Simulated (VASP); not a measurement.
# Mg (P-1) in VASP: single point with PBE

Aim: the single point of Mg with PBE.

Program: VASP 6.6.1. These are calculated values, not measurements. Logs are shortened: lines on timing, memory, paths and dates and some standing lists are left out, and cuts for length are marked.

### Step 1. The cell of the first run

The typed cell holds 2 atoms: a = 3.196 Å, b = 3.254 Å, c = 5.263 Å, α = 90.93°, β = 89.41°, γ = 120.19°.

### Step 2. Single point, PBE (atoms moved at random and the cell strained at random)

INCAR

```
SYSTEM = Mg
  ALGO = Fast
  EDIFF = 1E-7
  ENCUT = 520
  GGA = PE
  ISIF = 2
  ISMEAR = 0
  LASPH = .True.
  LCHARG = .False.
  LREAL = .False.
  LWAVE = .False.
  NBANDS = 9
  NELM = 100
  PREC = Accurate
  SIGMA = 0.1
```

KPOINTS

```
k-points
0
Gamma
  14 14 8
  0 0 0
```

POSCAR

```
Mg
1.0
    3.1963381682     -0.0217588610      0.0164635630
   -1.6170128104      2.8233750748     -0.0263806802
    0.0267289929     -0.0340234549      5.2624333000
Mg
2
Direct
    0.3428582738      0.6845200145      0.2228347341
    0.6571417262      0.3154799855      0.7771652659
```

Potentials or basis: VASP PAW PBE potentials, release 64 (Mg).

Started as:

```console
$ cat potpaw_PBE.64/Mg/POTCAR > POTCAR
$ mpirun -np 1 vasp_std > vasp.out
```

OUTCAR:

```text
SYSTEM = Mg
   EDIFF = 1E-7
   ENCUT = 520
   GGA = PE
   ISIF = 2
   ISMEAR = 0
   LASPH = .True.
   LREAL = .False.
   NELM = 100
   PREC = Accurate

 ion  position               nearest neighbor table
   1  0.343  0.685  0.223-   2 2.96   2 3.00   2 3.02   2 3.39   2 3.48   2 3.51
   2  0.657  0.315  0.777-   1 2.96   1 3.00   1 3.02   1 3.39   1 3.48   1 3.51

  LATTYP: Found a triclinic cell.
 ALAT       =     3.2537475597
 B/A-ratio  =     0.9884352653
 C/A-ratio  =     1.6173999575
 COS(alpha) =     0.0062212063
 COS(beta)  =     0.0162416216
 COS(gamma) =     0.5118751013

  Lattice vectors:

 A1 = (  -1.6170128104,   2.8233750748,  -0.0263806802)
 A2 = (   1.5793253578,   2.8016162138,  -0.0099171172)
 A3 = (  -0.0267289929,   0.0340234549,  -5.2624333000)

Analysis of symmetry for initial positions (statically):
=====================================================================
 Subroutine PRICEL returns:
 Original cell was already a primitive cell.

 Routine SETGRP: Setting up the symmetry group for a
 triclinic supercell.

 Subroutine GETGRP returns: Found  2 space group operations
 (whereof  2 operations were pure point group operations)
 out of a pool of  2 trial point group operations.

The static configuration has the point symmetry S_2 .

Analysis of symmetry for dynamics (positions and initial velocities):
=====================================================================
 Subroutine PRICEL returns:
 Original cell was already a primitive cell.

 Routine SETGRP: Setting up the symmetry group for a
 triclinic supercell.

 Subroutine GETGRP returns: Found  2 space group operations
 (whereof  2 operations were pure point group operations)
 out of a pool of  2 trial point group operations.

The dynamic configuration has the point symmetry S_2 .

 Subroutine INISYM returns: Found  2 space group operations
 (whereof  2 operations are pure point group operations),
 and found     1 'primitive' translations

----------------------------------------------------------------------------------------

                                     Primitive cell

  volume of cell :      47.3023

  direct lattice vectors                    reciprocal lattice vectors
     3.196338168 -0.021758861  0.016463563     0.314084756  0.179879632 -0.000432318
    -1.617012810  2.823375075 -0.026380680     0.002408856  0.355587002  0.002286758
     0.026728993 -0.034023455  5.262433300    -0.000970541  0.001219810  0.190038978

  length of vectors
     3.196454627  3.253747560  5.262611165     0.361947652  0.355602514  0.190045371

[... 83 lines left out ...]
   NSW    =      0    number of steps for IOM
   IBRION =     -1    ionic relax: 0-MD 1-quasi-New 2-CG
   NFREE  =      0    steps in history (QN), initial steepest desc. (CG)
   ISIF   =      2    stress and relaxation
   ISYM   =      2    0-nonsym 1-usesym 2-fastsym
   POTIM  = 0.5000    time-step for ionic-motion
   TEBEG  =    0.0;   TEEND  =   0.0 temperature during run
   PSTRESS=    0.0 pullay stress
   NELECT =       4.0000    total number of electrons
   NUPDOWN=      -1.0000    fix difference up-down
   EMIN   =  10.00;   EMAX   =-10.00  energy-range for DOS
   EFERMI =   0.00;   METHOD = LEGACY
   ISMEAR =     0;   SIGMA  =   0.10  broadening in eV -4-tet -1-fermi 0-gaus
   EFERMI_NEDOS =   21; number of points for ismear=-14 and -15
   IALGO  =     68    algorithm
   IMIX   =      4    mixing-type and parameters
     AMIX     =   0.40;   BMIX     =  1.00
     AMIX_MAG =   1.60;   BMIX_MAG =  1.00
  volume/ion in A,a.u.               =      23.65       159.61
  Fermi-wavevector in a.u.,A,eV,Ry     =   0.718567  1.357895  7.025219  0.516339
  Thomas-Fermi vector in A             =   1.807539
   LORBIT       =      0    0 simple, 1 ext, 2 COOP (PROOUT), +10 PAW based schemes
   GGA     = PE    functional components
   LHFCALC =     F    Hartree Fock is set to
   AEXX    =    0.0000 exact exchange contribution
   IVDW    =     0    specifies the selected vdW correction
   LEPSILON=     F    determine dielectric tensor
   LRPA    =     F    only Hartree local field effects (RPA)
 non-spin polarized calculation
 RMM-DIIS sequential band-by-band and
 Gauss-broadening in eV      SIGMA  =   0.10
  energy-cutoff  :      520.00
  volume of cell :       47.30
 maximum number of plane-waves:      1299
   NGX = 11   NGY = 13   NGZ = 19

 number of electron       4.0000000 magnetization

 Free energy of the ion-electron system (eV)
  ---------------------------------------------------
  ext. energy  EPLUGINS =         0.00000000
  ---------------------------------------------------
  free energy    TOTEN  =        -2.90905933 eV

  energy without entropy =       -2.90630496  energy(sigma->0) =       -2.90768214

 E-fermi :   2.4924     XC(G=0):  -8.3825

 val. band max:        2.4880211653   @ k =   0.0714   0.0000   0.1250
 cond. band min:       2.4955866207   @ k =  -0.0714  -0.0000   0.1250
 fundamental gap:      0.0075654554
 Fermi energy:         2.4924182627

 k-point     1 :       0.0000    0.0000    0.0000
  band No.  band energies     occupation
      1      -4.3768      2.00000
      2       0.8820      2.00000
      3       1.1679      2.00000
      4      12.9804      0.00000
      5      13.0619      0.00000
      6      13.4146      0.00000
      7      13.4264      0.00000
      8      14.1789      0.00000
      9      15.1134      0.00000
[... 265 lines left out ...]
 k-point    24 :       0.0714    0.1429    0.0000
  band No.  band energies     occupation
      1      -3.6901      2.00000
      2       1.5116      2.00000
      3       1.8323      2.00000
      4       7.9896      0.00000
      5       9.6809      0.00000
      6      12.4932      0.00000
      7      12.8843      0.00000
      8      13.8507      0.00000
      9      14.5797      0.00000

 [... further k-points ...]
[... 5 lines left out ...]
  --------------------------------------------------------------------------------------
  -------------------------------------------------------------------------------------
  Total       -0.0863275     -0.2310469      0.1945071      0.0956048      0.0274415     -0.0535694
  in kB       -2.9240029     -7.8257986      6.5881565      3.2382341      0.9294707     -1.8144518
  external PRESSURE =      -1.3872150 kB  Pullay stress =       0.0000000 kB

 VOLUME and BASIS-vectors are now :
 -----------------------------------------------------------------------------
  energy-cutoff  :      520.00
  volume of cell :       47.30
      direct lattice vectors                 reciprocal lattice vectors
     3.196338168 -0.021758861  0.016463563     0.314084756  0.179879632 -0.000432318
    -1.617012810  2.823375075 -0.026380680     0.002408856  0.355587002  0.002286758
     0.026728993 -0.034023455  5.262433300    -0.000970541  0.001219810  0.190038978

 POSITION                                       TOTAL-FORCE (eV/Angst)
 -----------------------------------------------------------------------------------
     -0.00503      1.91761      1.16024        -0.002451     -0.052558      0.729580
      1.61108      0.84998      4.09228         0.002451      0.052558     -0.729580
 -----------------------------------------------------------------------------------
    total drift:                               -0.000000      0.000000      0.000000

  FREE ENERGIE OF THE ION-ELECTRON SYSTEM (eV)
  ---------------------------------------------------
  free  energy   TOTEN  =        -2.9090593306 eV

  energy  without entropy=       -2.9063049593  energy(sigma->0) =       -2.90768214
```

OSZICAR:

```text
N       E                     dE             d eps       ncg     rms          rms(c)
DAV:   1    -0.253445273348E+00   -0.25345E+00   -0.12584E+03 14192   0.311E+02
DAV:   2    -0.289738447370E+01   -0.26439E+01   -0.25452E+01 18894   0.270E+01
DAV:   3    -0.293959720821E+01   -0.42213E-01   -0.41603E-01 17961   0.277E+00
DAV:   4    -0.293973977476E+01   -0.14257E-03   -0.14256E-03 18432   0.159E-01
DAV:   5    -0.293974038660E+01   -0.61184E-06   -0.61191E-06 17555   0.100E-02    0.103E+00
RMM:   6    -0.291847877840E+01    0.21262E-01   -0.29273E-03 14405   0.238E-01    0.633E-01
RMM:   7    -0.291019466471E+01    0.82841E-02   -0.27040E-03 14994   0.301E-01    0.171E-01
RMM:   8    -0.290905471266E+01    0.11400E-02   -0.39649E-04 15249   0.141E-01    0.128E-02
RMM:   9    -0.290905660648E+01   -0.18938E-05   -0.26296E-05 16330   0.337E-02    0.703E-03
RMM:  10    -0.290905936594E+01   -0.27595E-05   -0.35020E-06 16476   0.116E-02    0.618E-04
RMM:  11    -0.290905933061E+01    0.35327E-07   -0.68098E-07 16826   0.514E-03
   1 F= -.29090593E+01 E0= -.29076821E+01  d E =-.275437E-02
```

stdout:

```text
POSCAR found type information on POSCAR Mg
 POSCAR found :  1 types and       2 ions
 scaLAPACK will be used
 LDA part: xc-table for (Slater+PW92), standard interpolation
 POSCAR, INCAR and KPOINTS ok, starting setup
 FFT: planning ... GRIDC
 FFT: planning ... GRID_SOFT
 FFT: planning ... GRID
 WAVECAR not read
 entering main loop
```

Run time: 63 s. Hardware: 1 thread of Intel Xeon 6975P-C (Granite Rapids), shared host; peak memory 0.41 GiB.

What came out:

* Free energy: -2.9091 eV
* Pressure: -0.1 GPa
* Largest force: 0.731 eV/Å
* Band gap on the k mesh: zero (bands 2 and 3 overlap by 2.18 eV)

Forces on the atoms (eV/Å):
```
Mg  -0.002 -0.053  0.730
Mg   0.002  0.053 -0.730
```

Levels at points of the mesh, in eV from the Fermi level:
| k point | band 1 | band 2 | band 3 | band 4 | band 5 | band 6 |
| --- | --- | --- | --- | --- | --- | --- |
| (0.00, 0.00, 0.00) | -6.87 | -1.61 | -1.32 | 10.49 | 10.57 | 10.92 |
| (0.50, 0.00, 0.00) | -2.08 | -2.04 | 2.75 | 3.12 | 3.19 | 3.64 |
| (0.00, 0.50, 0.00) | -2.24 | -2.21 | 2.63 | 2.86 | 3.16 | 3.49 |
| (0.50, 0.50, 0.00) | -2.17 | -2.16 | 2.54 | 3.06 | 3.19 | 3.53 |
| (0.00, 0.00, 0.50) | -5.89 | -5.05 | 4.71 | 4.97 | 11.05 | 11.13 |
| (0.50, 0.00, 0.50) | -1.25 | -1.17 | -0.17 | -0.13 | 7.12 | 7.32 |
| (0.00, 0.50, 0.50) | -1.41 | -1.35 | -0.35 | -0.27 | 7.48 | 7.64 |
| (0.50, 0.50, 0.50) | -1.33 | -1.30 | -0.32 | -0.20 | 7.46 | 7.54 |

Caveat: the cell differs from its parent crystal (atoms moved at random and the cell strained at random).
